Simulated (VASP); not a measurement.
Set up this calculation in VASP 6.6.1, as the native input.

```
Task                   : single point
Functional             : PBE
Dispersion             : D3(BJ)
Potentials or basis    : VASP PAW PBE potentials, release 64 (C, O, H)
Cutoff                 : 520 eV
k mesh                 : 1 × 1 × 1
Occupations            : fermi-dirac, width 0.05 eV
Spin                   : no spin polarisation
Dipole correction      : no
Further INCAR settings : LREAL = Auto; ALGO = Normal; EDIFF = 1e-06; NBANDS = 101
```

The structure of H12C11O16 lies in POSCAR:

```
H12C11O16
1.0
    9.1481650000      0.0000000000      0.0000000000
    0.0000000000      9.1481650000      0.0000000000
    0.0000000000      0.0000000000      9.1481650000
C O H
11 16 12
Direct
    0.6629089003      0.4464720520      0.6255899407
    0.8186013261      0.9719216914      0.1172584885
    0.4940007094      0.1401592560      0.9779338261
    0.6276012730      0.7477346550      0.3526280954
    0.0690958241      0.5460876580      0.4083223248
    0.1862450010     -0.0163202129      0.1928364869
    0.4265117649      0.1149410838      0.4224016510
    0.9219116621      0.3698446628      1.0442203436
    0.2636485022      0.9757694576      0.7483140061
    0.5036857118      0.5553682077      0.1050811829
    0.0330776719      0.6655542396      0.9509120135
    0.7853596869      0.4584744591      0.6664833877
    0.5459674153      0.4562772971      0.5780284899
    0.8266794488      0.9982111167      0.2410975316
    0.8329648624      0.9663249406     -0.0075643585
    0.5081237603      0.0616407771      1.0807631913
    0.4700177577      0.1884530941      0.8627741192
    0.7459528769      0.7013100441      0.3645539843
    0.5191970193      0.7990236293      0.3288856290
    0.0423363593      0.4376834043      0.3493596803
    0.0956694594      0.6735011885      0.4306000165
    0.1574632727      0.0916795882      0.1095957495
    0.3160633854      0.0968390929      0.4842063955
    0.8176175222      0.4480570694      1.0211884023
    0.3432819587      0.8775421082      0.7872726388
    0.4873764301      0.4197016560      0.1214779139
    0.0956038725      0.6917562156      1.0729911408
    0.0989597367     -0.0369582315      0.2748310727
    0.2911403544     -0.0854269681      0.1851737480
    0.5358560979      0.0853613812      0.4528121213
    0.4417716558      0.2213449364      0.3402321668
    0.9902313743      0.3510102846      0.9500593835
    0.9472938015      0.3528029938      1.1526355285
    0.1471442634      0.9697901164      0.7136622481
    0.3144674369      1.0743247416      0.7018347395
    0.4351583077      0.5969612485      0.0130736601
    0.5535208427      0.6487639871      0.1498333272
   -0.0904225055      0.6789667655      0.9350290468
    0.0885751405      0.5838220015      0.8843850105
```

These files were run (other wordings do the same):

INCAR

```
PREC = Accurate ; ENCUT = 520
EDIFF = 1E-6 ; ISMEAR = -1
SIGMA = 0.05 ; LREAL = Auto
LASPH = True ; NELM = 80
ALGO = Normal ; ISIF = 2
LWAVE = False ; LCHARG = False
GGA = PE ; IVDW = 12
NBANDS = 101
```

KPOINTS

```
Automatic mesh
0
Gamma
  1 1 1
```

Potentials or basis: VASP PAW PBE potentials, release 64 (C, O, H).

Launch:

```sh
$ cat potpaw_PBE.64/C/POTCAR potpaw_PBE.64/O/POTCAR potpaw_PBE.64/H/POTCAR > POTCAR
$ mpirun -np 1 vasp_gam > vasp.out
```

It gave:

```json
{"Pressure": "1.1 GPa", "Largest force": "7.097 eV/Å", "Band gap on the k mesh": "2.33 eV", "Dispersion energy per atom": "-0.037 eV"}
```

Caveat: the k points lie up to 0.69 Å⁻¹ apart.

Wall time 120 s on 1 thread of AMD EPYC 7R13 Processor (Zen 3) (shared host), peak memory 0.62 GiB.
